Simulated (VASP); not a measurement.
MgCdSe2: single point with PBE

MgCdSe2:

```xyz
4
Lattice="1.9898 1.1488 6.4920 -1.9898 1.1488 6.4920 0.0000 -2.2976 6.4920" Properties=species:S:1:pos:R:3 pbc="T T T"
Mg    0.0000    0.0000    9.7380
Cd    0.0000    0.0000    0.0000
Se    0.0000    0.0000    4.8027
Se    0.0000    0.0000   14.6734
```

```json
{
 "Program": "VASP 6.6.1",
 "Task": "single point",
 "Functional": "PBE",
 "Potentials or basis": "VASP PAW PBE potentials, release 64 (Mg, Cd, Se)",
 "Cutoff": "520 eV",
 "k mesh": "6 × 6 × 6",
 "Occupations": "gaussian, width 0.1 eV",
 "Spin": "no spin polarisation"
}
```

```json
{"Pressure": "0.3 GPa", "Largest force": "0.059 eV/Å", "Band gap on the k mesh": "0.58 eV (least direct gap 0.78 eV)"}
```

Forces in eV/Å, atoms in the order of the input:
```
Mg   0.000  0.000  0.000
Cd   0.000  0.000  0.000
Se   0.000  0.000 -0.059
Se   0.000  0.000  0.059
```

Levels at points of the mesh, in eV from the valence-band top:
| k point | band 10 | band 11 | band 12 | band 13 | band 14 | band 15 | band 16 | band 17 |
| --- | --- | --- | --- | --- | --- | --- | --- | --- |
| (0.00, 0.00, 0.00) | -0.31 | -0.28 | -0.28 | -0.28 | 1.18 | 3.43 | 5.67 | 5.67 |
| (0.50, 0.00, 0.00) | -2.27 | -1.91 | -1.30 | -1.04 | 2.37 | 3.11 | 5.88 | 6.36 |
| (0.50, 0.50, 0.00) | -1.86 | -1.84 | -0.25 | -0.21 | 0.58 | 3.40 | 4.75 | 5.67 |
| (0.50, 0.50, 0.50) | -0.59 | -0.59 | -0.01 | -0.01 | 3.38 | 3.47 | 6.44 | 6.64 |

It took 110 s on 1 thread of AMD EPYC 9R45 96-Core Processor (Zen 5), on a shared host, peak memory 0.39 GiB.

Caveat: semilocal functionals underestimate gaps, and a narrow one can read as zero. A k mesh can miss the band edges.
